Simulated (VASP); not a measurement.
Write the native input for VASP 6.6.1 that does the following.

```yaml
Task: relaxation of cell and atoms
Functional: PBEsol
Potentials_or_basis: VASP PAW PBE potentials, release 64 (V_sv)
Cutoff: 600 eV
k_mesh: 12 × 12 × 6
Occupations: fermi-dirac, width 0.05 eV
Spin: collinear spin, ferromagnetic start
Starting_moments: "[2.0, 2.0] μB"
Dipole_correction: no
Further_INCAR_settings: ALGO = Normal; EDIFF = 1e-07; IBRION = 2; EDIFFG = -0.005; NSW = 80; ISIF = 3
```

The structure of V lies in POSCAR:

```
V
1.0
    2.6042941027      0.0000000000      0.0000000000
   -1.3021470513      2.2553848518      0.0000000000
    0.0000000000      0.0000000000      4.7233360000
V
2
Direct
    0.3333333333      0.6666666667      0.2500000000
    0.6666666667      0.3333333333      0.7500000000
```

This isn't the form of V at room conditions, which is bcc.

The input as run:

INCAR

```
PREC = Accurate
ENCUT = 600
EDIFF = 1E-7
ISMEAR = -1
SIGMA = 0.05
LREAL = False
LASPH = True
NELM = 150
ALGO = Normal
ISIF = 3
LWAVE = False
LCHARG = False
ISPIN = 2
MAGMOM = 2 2
LORBIT = 11
LMAXMIX = 4
GGA = PS
IBRION = 2
NSW = 80
EDIFFG = -0.005
```

KPOINTS

```
Automatic mesh
0
Gamma
  12 12 6
```

Potentials or basis: VASP PAW PBE potentials, release 64 (V_sv).

The run is started by

```bash
$ cat potpaw_PBE.64/V_sv/POTCAR > POTCAR
$ mpirun -np 1 vasp_std > vasp.out
```

It gave:

```json
{
  "Relaxed volume": "13.31 Å³/atom",
  "Relaxed cell": "a = 2.570 Å, b = 2.570 Å, c = 4.656 Å, α = 90.00°, β = 90.00°, γ = 120.00°",
  "Space group after relaxing (to 0.1 Å)": "P6_3/mmc (No. 194)",
  "Energy gained by relaxing": "12.8 meV/atom",
  "Ionic steps": "9",
  "Pressure after relaxing": "0.0 GPa",
  "Band gap on the k mesh": "zero (filled and empty bands overlap)",
  "Net moment": "0.00 μB per cell",
  "Valence electrons inside the program's atomic spheres": "V 11.70"
}
```

Caveat: the moments typed at the start vanished in this run; the PAW data sets were made with another functional, which shifts forces and pressure a little.

Wall time 2.9 min on 1 thread of Intel(R) Xeon(R) 6975P-C (Granite Rapids) (shared host), peak memory 0.22 GiB.
